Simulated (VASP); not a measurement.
A run of VASP 6.6.1 is set up as follows.

File POSCAR:

```
TePb
1.0
    0.0000000000      3.2678368488      3.1698017434
    3.2678368488      0.0000000000      3.1698017434
    3.2678368488      3.2678368488      0.0000000000
Pb Te
1 1
Direct
    0.0000000000      0.0000000000      0.0000000000
    0.5000000000      0.5000000000      0.5000000000
```

The input INCAR.step1:

```
SYSTEM = TePb
PREC = Accurate
ENCUT = 520
ISMEAR = 0
SIGMA = 0.01
LREAL = .False.
LASPH = .True.
NELM = 80
NBANDS = 17
GGA = PE
ALGO = Normal
EDIFF = 1E-4
LWAVE = .True.
LCHARG = .False.
```

File INCAR.step2:

```
SYSTEM = TePb
PREC = Accurate
ENCUT = 520
EDIFF = 1E-6
ISMEAR = 0
SIGMA = 0.01
LREAL = .False.
LASPH = .True.
NELM = 80
ALGO = Normal
ISIF = 2
LWAVE = .False.
LCHARG = .False.
METAGGA = R2SCAN
LMIXTAU = .True.
NBANDS = 17
ISTART = 1
```

File KPOINTS:

```
Automatic mesh
0
Gamma
  8 8 8
  0 0 0
```

Potentials or basis: VASP PAW PBE potentials, release 64 (Pb_d, Te).

Command:

```console
$ cat potpaw_PBE.64/Pb_d/POTCAR potpaw_PBE.64/Te/POTCAR > POTCAR
$ cp INCAR.step1 INCAR
$ mpirun -np 1 vasp_std > vasp.out
$ cp INCAR.step2 INCAR
$ mpirun -np 1 vasp_std > vasp.out
```

**Question.** Predict the pressure.

**Answer.** 1.5 GPa.

**Question.** Estimate the band gap on the k mesh.

**Answer.** 0.97 eV.

Stress tensor (GPa, compression positive):
```
0.16 0.00 0.00
0.00 0.16 0.00
0.00 0.00 4.15
```

Caveat: the cell differs from its parent crystal (uniaxial z strain -3.0%); the PAW data sets were made with another functional, which shifts forces and pressure a little; spin-orbit coupling is left out, which moves the levels of the heavy elements. A k mesh can miss the band edges.
